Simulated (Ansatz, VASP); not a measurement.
## One calculation of Cd3Te5, two programs

```
CELL_PARAMETERS angstrom
6.19642 0.00061 0.00043
0.00061 6.19672 0.00007
0.00044 0.00006 6.19630
ATOMIC_POSITIONS crystal
Cd 0.49974 0.00005 0.00015
Cd 0.00022 0.49950 0.00017
Cd 0.99984 0.00000 0.49888
Te 0.00009 0.50017 0.50020
Te 0.49989 0.00014 0.50023
Te 0.50020 0.50011 0.00026
Te 0.99996 0.99989 0.99988
Te 0.50006 0.50015 0.50023
```

Change from the starting cell: cell x1, atoms moved at random (sigma 0.1 Å) and cell strained at random (1.5 %), then relaxed without symmetry.

Alike in both runs: functional PBE; k mesh 4 × 4 × 4; occupations gaussian, width 0.2 eV; no spin polarisation.

Ansatz relaxed the structure, and its values are those at the end. VASP's run is a single point on that final structure, the one shown.

|  | VASP | Ansatz |
| --- | --- | --- |
| version | VASP 6.6.1 | Ansatz 0.2.0 |
| potentials or method | VASP PAW PBE potentials, release 64 (Cd, Te), cutoff 520 eV | scalar-relativistic, plane waves, PAW |
| valence electrons in the cell | 66 | 140 |

|  | VASP | Ansatz | Ansatz less VASP |
| --- | --- | --- | --- |
| gap on the k mesh at the Fermi level (eV) | none | none | - |
| pressure (GPa) | 0.1 | 0.0 | -0.09 |

A gap of «none» marks a metal or a gap that the smearing closes. VASP's potentials hold 66 valence electrons a cell and Ansatz's 140, so a difference there can come from the potentials and not from the codes.

Spin-orbit coupling is off throughout.
